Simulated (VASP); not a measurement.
CO, 8 atoms in the cell. The structure is cubic, space group P2_13 (No. 198). Conventional cell: a = 5.964 Å, b = 5.964 Å, c = 5.964 Å, α = 90.00°, β = 90.00°, γ = 90.00°. C (site symmetry 3) has 1 O at 1.14 Å within 1.5 Å. Within 1.5 Å of O (site symmetry 3) lie 1 C at 1.14 Å. 

- Program: VASP 6.6.1
- Task: relaxation of cell and atoms
- Functional: PBE
- Dispersion: D3(BJ)
- Potentials or basis: VASP PAW PBE potentials, release 64 (C, O)
- Cutoff: 600 eV
- k mesh: 4 × 4 × 4
- Occupations: gaussian, width 0.01 eV
- Spin: no spin polarisation
- Dipole correction: no
- Further INCAR settings: ALGO = Normal; EDIFF = 1e-06; IBRION = 2; EDIFFG = -0.005; NSW = 100; ISIF = 3

Potentials or basis: VASP PAW PBE potentials, release 64 (C, O).

Run with:

```console
$ cat potpaw_PBE.64/C/POTCAR potpaw_PBE.64/O/POTCAR > POTCAR
$ mpirun -np 1 vasp_std > vasp.out
```

Hardware: 1 thread of Intel(R) Xeon(R) Platinum 8375C CPU @ 2.90GHz (Ice Lake), on a shared host.

How long does it take, and how much memory?

It took 23 min on 1 thread of Intel(R) Xeon(R) Platinum 8375C CPU @ 2.90GHz (Ice Lake), on a shared host, peak memory 0.37 GiB. Counts: scf iterations 392, k points 11, ion steps 66.
